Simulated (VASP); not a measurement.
Input of a VASP 6.6.1 run:

The input INCAR:

```
PREC     = Accurate       # precision mode
ENCUT    = 520            # plane-wave cutoff, eV
EDIFF    = 1E-6           # SCF threshold, eV
ISMEAR   = -1             # smearing method
SIGMA    = 0.05           # smearing width, eV
LREAL    = False          # projectors in reciprocal space
LASPH    = True           # aspherical terms in the spheres
NELM     = 120            # most SCF steps
ALGO     = Normal         # electronic algorithm
ISIF     = 2              # what is computed and relaxed
LWAVE    = False          # write WAVECAR
LCHARG   = False          # write CHGCAR
GGA      = PS             # functional
NBANDS   = 46             # bands
GGA_COMPAT= False
```

File KPOINTS:

```
Automatic mesh
0
Gamma
  6 4 2
```

Contents of POSCAR:

```
Be4Se3S
1.0
    2.4189980000     -2.4189980000      0.0000000000
    0.0000000000      0.0000000000      4.8379970000
  -10.3829304966    -10.3829304966      0.0000000000
Be Se S
8 6 2
Direct
    0.0000000000      0.0105610000      0.4890170000
    0.0000000000      0.9872670000      0.9975330000
    0.0000000000      0.0110760000      0.7449680000
    0.0000000000      0.0129920000      0.2315220000
    0.5000000000      0.5129850000      0.8751860000
    0.5000000000      0.5110640000      0.3617510000
    0.5000000000      0.5105680000      0.6177040000
    0.5000000000      0.4872870000      0.1091950000
    0.0000000000      0.2439350000      0.8732990000
    0.0000000000      0.2449430000      0.3608530000
    0.0000000000      0.2454230000      0.6170710000
    0.5000000000      0.7449510000      0.7458660000
    0.5000000000      0.7439370000      0.2334240000
    0.5000000000      0.7454050000      0.4896420000
    0.0000000000      0.2438130000      0.1117870000
    0.5000000000      0.7437940000      0.9949250000
```

Potentials or basis: VASP PAW PBE potentials, release 64 (Be, Se, S).

Launch:

```sh
$ cat potpaw_PBE.64/Be/POTCAR potpaw_PBE.64/Se/POTCAR potpaw_PBE.64/S/POTCAR > POTCAR
$ mpirun -np 1 vasp_std > vasp.out
```

Question: What does it give for the pressure?

Answer: 6.2 GPa.

Question: What does it give for the band gap on the k mesh?

Answer: 1.55 eV.

Forces in eV/Å, atoms in the order of the input:
```
Be   0.001  0.001  0.010
Be  -0.004 -0.004 -0.003
Be   0.001  0.001  0.011
Be   0.005  0.005  0.012
Be  -0.006 -0.006  0.012
Be  -0.001 -0.001  0.011
Be   0.000  0.000  0.011
Be   0.005  0.005 -0.003
Se   0.001  0.001 -0.007
Se   0.001  0.001 -0.011
Se   0.001  0.001 -0.010
Se   0.000  0.000 -0.011
Se   0.000  0.000 -0.007
Se  -0.002 -0.002 -0.009
S    0.001  0.001 -0.003
S   -0.002 -0.002 -0.002
```

Caveat: the PAW data sets were made with another functional, which shifts forces and pressure a little.
